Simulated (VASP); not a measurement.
A run of VASP 6.6.1:

The input POSCAR:

```
Si
1.0
   -1.8409060598      1.8409060598      0.9742955539
    1.8409060598     -1.8409060598      0.9742955539
    1.8409060598      1.8409060598     -0.9742955539
Si
2
Direct
   -0.3750000000     -0.1250000000     -0.2500000000
    0.3750000000      0.1250000000      0.2500000000
```

The input INCAR.step1:

```
  ALGO = Normal
  EDIFF = 1E-6
  ENCUT = 520
  GGA = PE
  ISIF = 2
  ISMEAR = -1
  LASPH = T
  LCHARG = T
  LREAL = F
  LWAVE = F
  NBANDS = 11
  NELM = 100
  PREC = Accurate
  SIGMA = 0.1
```

File KPOINTS.step1:

```
k-points
0
Gamma
  18 18 18
```

File INCAR.step2:

```
  ALGO = Normal
  EDIFF = 1E-6
  ENCUT = 520
  GGA = PE
  ICHARG = 11
  ISIF = 2
  ISMEAR = -5
  LASPH = T
  LCHARG = F
  LORBIT = 10
  LREAL = F
  LWAVE = F
  NEDOS = 1001
  NELM = 100
  PREC = Accurate
  SIGMA = 0.1
```

The input KPOINTS.step2:

```
k-points
0
Gamma
  27 27 27
```

Potentials or basis: VASP PAW PBE potentials, release 64 (Si).

Launch:

```bash
$ cat potpaw_PBE.64/Si/POTCAR > POTCAR
$ cp INCAR.step1 INCAR
$ cp KPOINTS.step1 KPOINTS
$ mpirun -np 1 vasp_std > vasp.out
$ cp INCAR.step2 INCAR
$ cp KPOINTS.step2 KPOINTS
$ mpirun -np 1 vasp_std > vasp.out
```

Hardware: 1 thread of Intel(R) Xeon(R) 6975P-C (Granite Rapids), with other jobs on the host.

Task: How long does it take, and how much memory?

Result: Run time: 76 s on 1 thread of Intel(R) Xeon(R) 6975P-C (Granite Rapids), on a shared host, peak memory 0.3 GiB. Counts: k points 1470.
